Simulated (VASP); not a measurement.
# Ir (Fm-3m) in VASP: a series of runs, part 2 of 2

VASP 6.6.1. Earlier steps stand in the parts before.

## 3. Relaxation of cell and atoms, PBE

This run uses another cell than the first one, of 14.50 Å³/atom.

INCAR

```
PREC = Accurate
ENCUT = 600
EDIFF = 1E-6
ISMEAR = -1
SIGMA = 0.05
LREAL = F
LASPH = T
NELM = 80
ALGO = Normal
ISIF = 3
LWAVE = F
LCHARG = F
GGA = PE
IBRION = 2
NSW = 45
EDIFFG = -0.005
```

KPOINTS

```
regular mesh
0
Gamma
  18 18 18
```

POSCAR

```
Ir
1.0
    0.0000000000      1.9353516835      1.9353516835
    1.9353516835      0.0000000000      1.9353516835
    1.9353516835      1.9353516835      0.0000000000
Ir
1
Direct
    0.0000000000      0.0000000000      0.0000000000
```

Potentials or basis: VASP PAW PBE potentials, release 64 (Ir).

Launch:

```bash
$ cat potpaw_PBE.64/Ir/POTCAR > POTCAR
$ mpirun -np 1 vasp_std > vasp.out
```

OUTCAR:

```text
PREC = Accurate
   ENCUT = 600
   EDIFF = 1E-6
   ISMEAR = -1
   LREAL = F
   LASPH = T
   NELM = 80
   ISIF = 3
   GGA = PE
   IBRION = 2
   NSW = 45
   EDIFFG = -0.005

 ion  position               nearest neighbor table
   1  0.000  0.000  0.000-

  LATTYP: Found a face centered cubic cell.
 ALAT       =     3.8707033670

  Lattice vectors:

 A1 = (   0.0000000000,   1.9353516835,   1.9353516835)
 A2 = (   1.9353516835,   0.0000000000,   1.9353516835)
 A3 = (   1.9353516835,   1.9353516835,   0.0000000000)

Analysis of symmetry for initial positions (statically):
=====================================================================
 Subroutine PRICEL returns:
 Original cell was already a primitive cell.

 Routine SETGRP: Setting up the symmetry group for a
 face centered cubic supercell.

 Subroutine GETGRP returns: Found 48 space group operations
 (whereof 48 operations were pure point group operations)
 out of a pool of 48 trial point group operations.

The static configuration has the point symmetry O_h .

Analysis of symmetry for dynamics (positions and initial velocities):
=====================================================================
 Subroutine PRICEL returns:
 Original cell was already a primitive cell.

 Routine SETGRP: Setting up the symmetry group for a
 face centered cubic supercell.

 Subroutine GETGRP returns: Found 48 space group operations
 (whereof 48 operations were pure point group operations)
 out of a pool of 48 trial point group operations.

The dynamic configuration has the point symmetry O_h .

 Subroutine INISYM returns: Found 48 space group operations
 (whereof 48 operations are pure point group operations),
 and found     1 'primitive' translations

----------------------------------------------------------------------------------------

                                     Primitive cell

  volume of cell :      14.4981

  direct lattice vectors                    reciprocal lattice vectors
     0.000000000  1.935351683  1.935351683    -0.258350978  0.258350978  0.258350978
     1.935351683  0.000000000  1.935351683     0.258350978 -0.258350978  0.258350978
[... 90 lines left out ...]
   ISYM   =      2    0-nonsym 1-usesym 2-fastsym
   POTIM  = 0.5000    time-step for ionic-motion
   TEBEG  =    0.0;   TEEND  =   0.0 temperature during run
   PSTRESS=    0.0 pullay stress
   NELECT =       9.0000    total number of electrons
   NUPDOWN=      -1.0000    fix difference up-down
   EMIN   =  10.00;   EMAX   =-10.00  energy-range for DOS
   EFERMI =   0.00;   METHOD = LEGACY
   ISMEAR =    -1;   SIGMA  =   0.05  broadening in eV -4-tet -1-fermi 0-gaus
   EFERMI_NEDOS =   21; number of points for ismear=-14 and -15
   IALGO  =     38    algorithm
   IMIX   =      4    mixing-type and parameters
     AMIX     =   0.40;   BMIX     =  1.00
     AMIX_MAG =   1.60;   BMIX_MAG =  1.00
  volume/ion in A,a.u.               =      14.50        97.84
  Fermi-wavevector in a.u.,A,eV,Ry     =   1.396537  2.639072 26.535654  1.950316
  Thomas-Fermi vector in A             =   2.519881
   LORBIT       =      0    0 simple, 1 ext, 2 COOP (PROOUT), +10 PAW based schemes
   GGA     = PE    functional components
   LHFCALC =     F    Hartree Fock is set to
   AEXX    =    0.0000 exact exchange contribution
   IVDW    =     0    specifies the selected vdW correction
   LEPSILON=     F    determine dielectric tensor
   LRPA    =     F    only Hartree local field effects (RPA)
 conjugate gradient relaxation of ions
 non-spin polarized calculation
  energy-cutoff  :      600.00
  volume of cell :       14.50
 maximum number of plane-waves:       531
 NGX is ok and might be reduce to    24
   NGX = 11   NGY = 11   NGZ = 11

--------------------------------------- Ionic step        1  -------------------------------------------

 number of electron       9.0000000 magnetization

 Free energy of the ion-electron system (eV)
  ---------------------------------------------------
  ext. energy  EPLUGINS =         0.00000000
  ---------------------------------------------------
  free energy    TOTEN  =        -8.85566374 eV

  energy without entropy =       -8.84711847  energy(sigma->0) =       -8.85139110

 E-fermi :  10.0120     XC(G=0): -13.8423

 val. band max:        9.9975171102   @ k =  -0.3333   0.3333   0.0000
 cond. band min:      10.0137485694   @ k =   0.5000   0.2222   0.1111
 fundamental gap:      0.0162314592
 Fermi energy:        10.0120474379

 k-point     1 :       0.0000    0.0000    0.0000
  band No.  band energies     occupation
      1      -0.8713      2.00000
      2       6.2430      2.00000
      3       6.2430      2.00000
      4       6.2430      2.00000
      5       8.8285      2.00000
      6       8.8285      2.00000
      7      24.3573      0.00000
      8      29.7981      0.00000
[... 322 lines left out ...]
--------------------------------------- Ionic step        3  -------------------------------------------

 number of electron       9.0000000 magnetization

 Free energy of the ion-electron system (eV)
  ---------------------------------------------------
  ext. energy  EPLUGINS =         0.00000000
  ---------------------------------------------------
  free energy    TOTEN  =        -8.85570571 eV

  energy without entropy =       -8.84713668  energy(sigma->0) =       -8.85142120

 E-fermi :   9.9842     XC(G=0): -13.8328

 val. band max:        9.9697348116   @ k =  -0.3333   0.3333   0.0000
 cond. band min:       9.9860080789   @ k =   0.5000   0.2222   0.1111
 fundamental gap:      0.0162732673
 Fermi energy:         9.9841705216

 k-point     1 :       0.0000    0.0000    0.0000
  band No.  band energies     occupation
      1      -0.8818      2.00000
      2       6.2247      2.00000
      3       6.2247      2.00000
      4       6.2247      2.00000
      5       8.8035      2.00000
      6       8.8035      2.00000
      7      24.3326      0.00000
      8      29.7638      0.00000
[... 281 lines left out ...]
  FREE ENERGIE OF THE ION-ELECTRON SYSTEM (eV)
  ---------------------------------------------------
  free  energy   TOTEN  =        -8.8557057096 eV

  energy  without entropy=       -8.8471366820  energy(sigma->0) =       -8.85142120

 reached required accuracy - stopping structural energy minimisation
```

OSZICAR:

```text
N       E                     dE             d eps       ncg     rms          rms(c)
DAV:   1     0.480676219269E+02    0.48068E+02   -0.49049E+03  3144   0.115E+03
DAV:   2    -0.871912098746E+01   -0.56787E+02   -0.55289E+02  3160   0.217E+02
[... 16 lines left out ...]
   2 F= -.88551193E+01 E0= -.88507900E+01  d E =0.544413E-03
       N       E                     dE             d eps       ncg     rms          rms(c)
DAV:   1    -0.885758969887E+01   -0.24707E-02   -0.72577E-02  3352   0.444E+00    0.382E-01
DAV:   2    -0.885588263964E+01    0.17071E-02   -0.44897E-03  3448   0.924E-01    0.131E-01
DAV:   3    -0.885570185627E+01    0.18078E-03   -0.86153E-04  3792   0.369E-01    0.437E-02
DAV:   4    -0.885570577450E+01   -0.39182E-05   -0.20543E-05  4080   0.496E-02    0.278E-03
DAV:   5    -0.885570570961E+01    0.64889E-07   -0.27967E-07  2096   0.686E-03
   3 F= -.88557057E+01 E0= -.88514212E+01  d E =-.419680E-04
```

CONTCAR:

```text
Ir
   1.00000000000000
    -0.0000000000000000    1.9363997123797039    1.9363997123797039
     1.9363997123797039   -0.0000000000000000    1.9363997123797039
     1.9363997123797039    1.9363997123797039    0.0000000000000000
  Ir
     1
Direct
     0.0000000000000000    0.0000000000000000    0.0000000000000000

  0.00000000E+00  0.00000000E+00  0.00000000E+00
```

It took 73 s on 1 thread of Intel Xeon 8259CL, shared host; peak memory 0.17 GiB.

Results:

* Free energy: -8.8557 eV
* Relaxed volume: 14.52 Å³/atom
* Relaxed cell: a = 2.738 Å, b = 2.738 Å, c = 2.738 Å, α = 60.00°, β = 60.00°, γ = 60.00°
* Space group after relaxing (to 0.1 Å): Fm-3m (No. 225)
* Energy gained by relaxing: 0.0 meV/atom
* Ionic steps: 3
* Pressure after relaxing: 0.0 GPa
* Band gap on the k mesh: zero (an odd number of electrons rules out a gap without spin polarisation)

Final structure:
```cif
data_structure
_symmetry_space_group_name_H-M 'P 1'
_symmetry_Int_Tables_number 1
_cell_length_a 2.7385
_cell_length_b 2.7385
_cell_length_c 2.7385
_cell_angle_alpha 60.000
_cell_angle_beta 60.000
_cell_angle_gamma 60.000
_cell_volume 14.52
loop_
_atom_site_label
_atom_site_type_symbol
_atom_site_fract_x
_atom_site_fract_y
_atom_site_fract_z
_atom_site_occupancy
Ir1 Ir 0.00000 0.00000 0.00000 1
```

Levels at points of the mesh, in eV from the Fermi level:
```csv
k point,band 2,band 3,band 4,band 5,band 6,band 7
"(0.00, 0.00, 0.00)",-3.76,-3.76,-3.76,-1.18,-1.18,14.35
"(0.50, 0.00, 0.00)",-3.86,-3.86,-0.72,0.82,0.82,6.97
"(0.50, 0.50, 0.00)",-7.08,0.79,1.38,1.38,1.68,10.13
```

Caveat: spin-orbit coupling is left out, which moves the levels of the heavy elements.
